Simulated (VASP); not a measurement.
# Mo3As (Pm-3m) in VASP: notebook, part 2 of 2

VASP 6.6.1.

### 3 Relaxation of cell and atoms, PBE

This run uses another cell than the first one, of 15.88 Å³/atom, 1.027 times its volume.

INCAR reads:

```
SYSTEM = Mo3As
PREC     = Accurate       ! precision mode
ENCUT    = 600            ! plane-wave cutoff, eV
EDIFF    = 1E-6           ! SCF threshold, eV
ISMEAR   = 0              ! smearing method
SIGMA    = 0.1            ! smearing width, eV
LREAL    = .False.        ! projectors in reciprocal space
LASPH    = .True.         ! aspherical terms in the spheres
NELM     = 100            ! most SCF steps
ALGO     = Normal         ! electronic algorithm
ISIF     = 3              ! what is computed and relaxed
LWAVE    = .False.        ! write WAVECAR
LCHARG   = .False.        ! write CHGCAR
GGA      = PE             ! functional
IBRION   = 2              ! ionic algorithm
NSW      = 90             ! ionic steps
EDIFFG   = -0.04          ! ionic threshold
```

KPOINTS reads:

```
regular mesh
0
Gamma
  4 4 4
  0 0 0
```

POSCAR reads:

```
Mo3As
1.0
    3.9897128101      0.0000000000      0.0000000000
    0.0000000000      3.9897128101      0.0000000000
    0.0000000000      0.0000000000      3.9897128101
Mo As
3 1
Direct
    0.0000000000      0.5000000000      0.5000000000
    0.5000000000      0.0000000000      0.5000000000
    0.5000000000      0.5000000000      0.0000000000
    0.0000000000      0.0000000000      0.0000000000
```

Potentials or basis: VASP PAW PBE potentials, release 64 (Mo_sv, As).

The run is started by

```
> cat potpaw_PBE.64/Mo_sv/POTCAR potpaw_PBE.64/As/POTCAR > POTCAR
> mpirun -np 1 vasp_std > vasp.out
```

OUTCAR:

```text
SYSTEM = Mo3As
   PREC = Accurate
   ENCUT = 600
   EDIFF = 1E-6
   ISMEAR = 0
   LREAL = .False.
   LASPH = .True.
   NELM = 100
   ISIF = 3
   GGA = PE
   IBRION = 2
   NSW = 90
   EDIFFG = -0.04

 ion  position               nearest neighbor table
   1  0.000  0.500  0.500-   2 2.82   3 2.82   4 2.82   3 2.82   4 2.82   2 2.82   4 2.82   4 2.82
                             2 2.82   3 2.82   3 2.82   2 2.82
   2  0.500  0.000  0.500-   1 2.82   3 2.82   4 2.82   3 2.82   4 2.82   1 2.82   3 2.82   3 2.82
                             1 2.82   4 2.82   4 2.82   1 2.82
   3  0.500  0.500  0.000-   1 2.82   2 2.82   4 2.82   1 2.82   2 2.82   2 2.82   4 2.82   2 2.82
                             1 2.82   4 2.82   1 2.82   4 2.82
   4  0.000  0.000  0.000-   1 2.82   2 2.82   3 2.82   1 2.82   2 2.82   1 2.82   3 2.82   1 2.82
                             2 2.82   3 2.82   2 2.82   3 2.82

  LATTYP: Found a simple cubic cell.
 ALAT       =     3.9897128101

  Lattice vectors:

 A1 = (   3.9897128101,   0.0000000000,   0.0000000000)
 A2 = (   0.0000000000,   3.9897128101,   0.0000000000)
 A3 = (   0.0000000000,   0.0000000000,   3.9897128101)

Analysis of symmetry for initial positions (statically):
=====================================================================
 Subroutine PRICEL returns:
 Original cell was already a primitive cell.

 Routine SETGRP: Setting up the symmetry group for a
 simple cubic supercell.

 Subroutine GETGRP returns: Found 48 space group operations
 (whereof 48 operations were pure point group operations)
 out of a pool of 48 trial point group operations.

The static configuration has the point symmetry O_h .

Analysis of symmetry for dynamics (positions and initial velocities):
=====================================================================
 Subroutine PRICEL returns:
 Original cell was already a primitive cell.

 Routine SETGRP: Setting up the symmetry group for a
 simple cubic supercell.

 Subroutine GETGRP returns: Found 48 space group operations
 (whereof 48 operations were pure point group operations)
 out of a pool of 48 trial point group operations.

The dynamic configuration has the point symmetry O_h .
[... 100 lines left out ...]
   NUPDOWN=      -1.0000    fix difference up-down
   EMIN   =  10.00;   EMAX   =-10.00  energy-range for DOS
   EFERMI =   0.00;   METHOD = LEGACY
   ISMEAR =     0;   SIGMA  =   0.10  broadening in eV -4-tet -1-fermi 0-gaus
   EFERMI_NEDOS =   21; number of points for ismear=-14 and -15
   IALGO  =     38    algorithm
   IMIX   =      4    mixing-type and parameters
     AMIX     =   0.40;   BMIX     =  1.00
     AMIX_MAG =   1.60;   BMIX_MAG =  1.00
  volume/ion in A,a.u.               =      15.88       107.14
  Fermi-wavevector in a.u.,A,eV,Ry     =   1.480809  2.798324 29.834805  2.192796
  Thomas-Fermi vector in A             =   2.594797
   LORBIT       =      0    0 simple, 1 ext, 2 COOP (PROOUT), +10 PAW based schemes
   GGA     = PE    functional components
   LHFCALC =     F    Hartree Fock is set to
   AEXX    =    0.0000 exact exchange contribution
   IVDW    =     0    specifies the selected vdW correction
   LEPSILON=     F    determine dielectric tensor
   LRPA    =     F    only Hartree local field effects (RPA)
 conjugate gradient relaxation of ions
 non-spin polarized calculation
 Gauss-broadening in eV      SIGMA  =   0.10
  energy-cutoff  :      600.00
  volume of cell :       63.51
 maximum number of plane-waves:      2176
 NGX is ok and might be reduce to    32
   NGX = 15   NGY = 15   NGZ = 15

--------------------------------------- Ionic step        1  -------------------------------------------

 number of electron      47.0000007 magnetization

 Free energy of the ion-electron system (eV)
  ---------------------------------------------------
  ext. energy  EPLUGINS =         0.00000000
  ---------------------------------------------------
  free energy    TOTEN  =       -36.42279028 eV

  energy without entropy =      -36.41715869  energy(sigma->0) =      -36.41997449

------------------------ aborting loop because EDIFF is reached ----------------------------------------

  FORCE on cell =-STRESS in cart. coord.  units (eV):
  Direction    XX          YY          ZZ          XY          YZ          ZX
  --------------------------------------------------------------------------------------
  -------------------------------------------------------------------------------------
  Total       -2.0604378     -2.0604378     -2.0604378      0.0000000     -0.0000000      0.0000000
  in kB      -51.9810668    -51.9810668    -51.9810668      0.0000000     -0.0000000      0.0000000
  external PRESSURE =     -51.9810668 kB  Pullay stress =       0.0000000 kB
[... 63 lines left out ...]
--------------------------------------- Ionic step        3  -------------------------------------------

 number of electron      46.9999997 magnetization

 Free energy of the ion-electron system (eV)
  ---------------------------------------------------
  ext. energy  EPLUGINS =         0.00000000
  ---------------------------------------------------
  free energy    TOTEN  =       -36.44859420 eV

  energy without entropy =      -36.44293879  energy(sigma->0) =      -36.44576649

 E-fermi :  12.2463     XC(G=0): -12.9799

 val. band max:       12.2103261432   @ k =   0.5000   0.0000   0.0000
 cond. band min:      12.4429671771   @ k =   0.5000   0.5000   0.0000
 fundamental gap:      0.2326410338
 Fermi energy:        12.2463046479

 k-point     1 :       0.0000    0.0000    0.0000
  band No.  band energies     occupation
      1     -49.1324      2.00000
      2     -48.8749      2.00000
      3     -48.8749      2.00000
      4     -23.6082      2.00000
      5     -23.6082      2.00000
      6     -23.6082      2.00000
[... 330 lines left out ...]
  FREE ENERGIE OF THE ION-ELECTRON SYSTEM (eV)
  ---------------------------------------------------
  free  energy   TOTEN  =       -36.4485941967 eV

  energy  without entropy=      -36.4429387922  energy(sigma->0) =      -36.44576649

 reached required accuracy - stopping structural energy minimisation
```

CONTCAR:

```text
Mo3As
   1.00000000000000
     3.9574354961777054   -0.0000000000000000    0.0000000000000000
     0.0000000000000000    3.9574354961777054    0.0000000000000000
    -0.0000000000000000   -0.0000000000000000    3.9574354961777054
  Mo              As
     3     1
Direct
     0.0000000000000000    0.5000000000000000    0.5000000000000000
     0.5000000000000000    0.0000000000000000    0.5000000000000000
     0.5000000000000000    0.5000000000000000    0.0000000000000000
     0.0000000000000000    0.0000000000000000    0.0000000000000000

  0.00000000E+00  0.00000000E+00  0.00000000E+00
  0.00000000E+00  0.00000000E+00  0.00000000E+00
  0.00000000E+00  0.00000000E+00  0.00000000E+00
  0.00000000E+00  0.00000000E+00  0.00000000E+00
```

It took 36 s on 1 thread of Intel Xeon Platinum 8488C (Sapphire Rapids), shared host; peak memory 0.18 GiB.

What came out:

```
Free energy                            : -36.4486 eV
Relaxed volume                         : 15.49 Å³/atom
Relaxed cell                           : a = 3.957 Å, b = 3.957 Å, c = 3.957 Å, α = 90.00°, β = 90.00°, γ = 90.00°
Space group after relaxing (to 0.05 Å) : Pm-3m (No. 221)
Energy gained by relaxing              : 6.5 meV/atom
Ionic steps                            : 3
Pressure after relaxing                : -0.1 GPa
```

Step by step:
```tsv
step	energy change (eV)	largest force (eV/Å)	pressure (GPa)	volume (Å³)
1	0.0000	0.0000	-5.20	63.51
2	0.0888	0.0000	12.56	58.89
3	-0.0258	0.0000	-0.09	61.98
```

Final structure:
```cif
data_structure
_symmetry_space_group_name_H-M 'P 1'
_symmetry_Int_Tables_number 1
_cell_length_a 3.9574
_cell_length_b 3.9574
_cell_length_c 3.9574
_cell_angle_alpha 90.000
_cell_angle_beta 90.000
_cell_angle_gamma 90.000
_cell_volume 61.98
loop_
_atom_site_label
_atom_site_type_symbol
_atom_site_fract_x
_atom_site_fract_y
_atom_site_fract_z
_atom_site_occupancy
Mo1 Mo 0.00000 0.50000 0.50000 1
Mo2 Mo 0.50000 0.00000 0.50000 1
Mo3 Mo 0.50000 0.50000 0.00000 1
As1 As 0.00000 0.00000 0.00000 1
```

Levels at points of the mesh, in eV from the Fermi level:
```csv
k point,band 22,band 23,band 24,band 25,band 26,band 27
"(0.00, 0.00, 0.00)",-2.76,-0.12,-0.12,-0.12,1.14,2.08
"(0.50, 0.00, 0.00)",-1.46,-1.37,-0.23,-0.04,-0.04,0.57
"(0.50, 0.50, 0.00)",-1.43,-0.26,-0.26,-0.25,-0.23,0.20
"(0.50, 0.50, 0.50)",-1.77,-0.22,-0.22,-0.22,0.34,0.70
```

Caveat: the k points lie up to 0.40 Å⁻¹ apart in the final cell.
